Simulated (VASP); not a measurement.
Runs of VASP 6.6.1 on Cu. The structure is that of space group Im-3m (No. 229), or close to it. The cells are those of the table. 

```tsv
cell	further INCAR settings	gap on the mesh (eV)	pressure (GPa)
a = 2.544 Å, angles 107.8, 107.8, 112.9°, 1 atom	ALGO = Fast; EDIFF = 1e-06; NBANDS = 12	none	-5.6
a = 2.542 Å, angles 109.9, 109.9, 108.6°, 1 atom	ALGO = Fast; EDIFF = 1e-06; NBANDS = 12	none	-5.8
a = 2.542 Å, angles 108.8, 108.8, 110.8°, 1 atom	ALGO = Fast; EDIFF = 1e-07; NBANDS = 12	none	-5.7
a = 2.543 Å, angles 111.0, 111.0, 106.4°, 1 atom	ALGO = Fast; EDIFF = 1e-06; NBANDS = 12	none	-5.7
a = 2.498 Å, angles 108.8, 108.8, 110.8°, 1 atom	ALGO = Fast; EDIFF = 1e-07; NBANDS = 12	none	(a)
```

Alike in all rows: task single point; level PBE; potentials or basis VASP PAW PBE potentials, release 64 (Cu); no spin polarisation; k mesh 24 × 24 × 24; cutoff (eV) 520; smearing gaussian 0.15 eV.

Question: Estimate the missing entries.

Answer: (a) 0.9.

Caveats: the cell stands under tension (at least some runs).

A gap of «none» marks levels without a gap at the run's occupations.
